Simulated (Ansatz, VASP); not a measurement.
## MgCd5O6 in VASP and in Ansatz

```
Mg Cd O
1.0
     3.30297    0.00000    0.00000
    -1.65149    2.86046    0.00000
     0.00000    0.00000   16.38925
Mg Cd O
1 5 6
Direct
  0.00000 0.00000 0.50000
  0.66667 0.33333 0.65744
  0.33333 0.66667 0.34255
  0.66667 0.33333 0.17126
  0.00000 0.00000 0.00000
  0.33333 0.66667 0.82874
  0.33333 0.66667 0.56919
  0.66667 0.33333 0.43081
  0.00000 0.00000 0.25708
  0.33333 0.66667 0.08568
  0.66667 0.33333 0.91432
  0.00000 0.00000 0.74292
```

Alike in both runs: task single point; functional PBE; k mesh 6 × 6 × 1; occupations gaussian, width 0.1 eV; no spin polarisation.

```csv
,VASP,Ansatz
version,VASP 6.6.1,Ansatz 0.2.0
potentials or method,"VASP PAW PBE potentials, release 64 (Mg, Cd, O), cutoff 520 eV","scalar-relativistic, plane waves, PAW"
valence electrons in the cell,98,146
```

```tsv
	VASP	Ansatz	Ansatz less VASP
gap on the k mesh at the Fermi level (eV)	none	none	-
pressure (GPa)	1.1	0.1	-1.03
traceless stress, the component that is largest in VASP (GPa)	0.10	0.02	-0.073
rms of the force components (eV/Å)	0.023	0.008	-0.0148
```

Atom by atom the forces differ by 0.021 eV/Å (rms over components). A gap of «none» marks a metal or a gap that the smearing closes. The functional is the same, so the differences come from potentials, cutoffs and numerics. VASP's potentials hold 98 valence electrons a cell and Ansatz's 146, so a difference there can come from the potentials and not from the codes.

The k mesh is coarse, so the values compare programs but aren't converged.
